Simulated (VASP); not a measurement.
Input of a VASP 6.6.1 run:

INCAR

```
SYSTEM = HCl
  PREC = Accurate
  ENCUT = 520
  EDIFF = 1E-7
  ISMEAR = -1
  SIGMA = 0.05
  LREAL = Auto
  LASPH = .True.
  NELM = 100
  ALGO = Normal
  ISIF = 2
  LWAVE = .False.
  LCHARG = .True.
  GGA = PE
  IVDW = 12
  LELF = .True.
  LVHAR = .True.
  NBANDS = 56
```

Contents of KPOINTS:

```
regular mesh
0
Gamma
  1 1 1
  0 0 0
```

POSCAR

```
HCl
1.0
    7.7138450000      0.0000000000      0.0000000000
    0.0000000000      7.7138450000      0.0000000000
    0.0000000000      0.0000000000      7.7138450000
Cl H
10 10
Direct
    0.3675858149      1.0100669640      0.7685661301
    0.6950748946      0.9689720237      0.3940188064
    0.3737435741      0.2639280411      0.2117102431
    0.1665058087      0.8251656599      0.3509404195
    0.8150410074      0.7401367282      0.7488872281
    0.9687905318      0.3197108576      0.4773883841
    0.4660581072      0.5089938934      0.6237097064
    0.2159364104      0.6011398985      0.9799263532
    0.7387366482      0.5354268850      0.1588312962
    0.9619975512      0.1190716173      1.0033517656
    0.4399621719      1.0257919364      0.9181543057
    0.7689420775      1.1096541349      0.3872128621
    0.3113103776      0.3833496784      0.0934164480
    0.0224531346      0.8333198295      0.4389380393
    0.6606951527      0.7774592308      0.7140019018
    0.8938732889      0.4346859446      0.3717990185
    0.3995543079      0.4064380345      0.5132200608
    0.2852144423      0.5924282897      0.8220154800
    0.6304637959      0.4123494833      0.1567830310
    0.9281104300     -0.0287534945      0.9260103100
```

Potentials or basis: VASP PAW PBE potentials, release 64 (Cl, H).

Run with:

```sh
$ cat potpaw_PBE.64/Cl/POTCAR potpaw_PBE.64/H/POTCAR > POTCAR
$ mpirun -np 1 vasp_gam > vasp.out
```

(1) Predict the largest force.

(2) Estimate the dispersion energy per atom.

(3) Estimate the pressure.

## Answers

(1) 2.441 eV/Å.

(2) -0.069 eV.

(3) 0.5 GPa.

Caveat: the k points lie up to 0.81 Å⁻¹ apart, too coarse for converged energies, forces and pressures; the atoms stand as in a frame of molecular dynamics.
